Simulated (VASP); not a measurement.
Write the native input for VASP 6.6.1 that does the following.

| Property | Result |
| --- | --- |
| Task | electric field gradients |
| Functional | PBEsol |
| Potentials or basis | VASP PAW PBE potentials, release 64 (Ba_sv, Ti_sv, O) |
| Cutoff | 520 eV |
| k mesh | 7 × 7 × 7 |
| Occupations | fermi-dirac, width 0.08 eV |
| Spin | no spin polarisation |
| Dipole correction | no |
| Further INCAR settings | ALGO = Normal; EDIFF = 1e-08; NBANDS = 28 |

The structure of BaTiO3 lies in POSCAR:

```
BaTiO3
1.0
    3.9998000000      0.0000000000      0.0000000000
    0.0000000000      3.9998000000      0.0000000000
    0.0000000000      0.0000000000      4.0581800000
Ba Ti O
1 1 3
Direct
    0.0000000000      0.0000000000      0.0000000000
    0.5000000000      0.5000000000      0.4820000000
    0.5000000000      0.5000000000      0.0160000000
    0.5000000000      0.0000000000      0.5150000000
    0.0000000000      0.5000000000      0.5150000000
```

This cell differs from its parent crystal: zz strain of +1 %.

The input as run:

INCAR

```
SYSTEM = BaTiO3
PREC = Accurate
ENCUT = 520
EDIFF = 1E-8
ISMEAR = -1
SIGMA = 0.08
LREAL = .False.
LASPH = .True.
NELM = 100
ALGO = Normal
ISIF = 2
LWAVE = .False.
LCHARG = .False.
GGA = PS
LEFG = .True.
NBANDS = 28
```

KPOINTS

```
regular mesh
0
Gamma
  7 7 7
  0 0 0
```

Potentials or basis: VASP PAW PBE potentials, release 64 (Ba_sv, Ti_sv, O).

Command:

```bash
$ cat potpaw_PBE.64/Ba_sv/POTCAR potpaw_PBE.64/Ti_sv/POTCAR potpaw_PBE.64/O/POTCAR > POTCAR
$ mpirun -np 1 vasp_std > vasp.out
```

Results of the run:

* Pressure: -3.4 GPa
* Largest force: 0.528 eV/Å
* Band gap on the k mesh: 1.81 eV (least direct gap 2.06 eV)
* Largest electric field gradient by atom: Ba -2.5; Ti +5.8; O +17.9, +24.8 (each value once) V/Å²

Caveat: the cell differs from its parent crystal (zz strain of +1 %); the cell stands under tension; without QUAD_EFG the Cq values of the log hold for a quadrupole moment of 1 mb, not for the nuclei; the PAW data sets were made with another functional, which shifts forces and pressure a little; spin-orbit coupling is left out, which moves the levels of the heavy elements; an odd mesh through Γ misses points on the zone boundary, where band edges can lie.

It took 78 s on 1 thread of Intel(R) Xeon(R) Platinum 8259CL CPU @ 2.50GHz (Skylake/Cascade Lake) (shared host), peak memory 0.22 GiB.
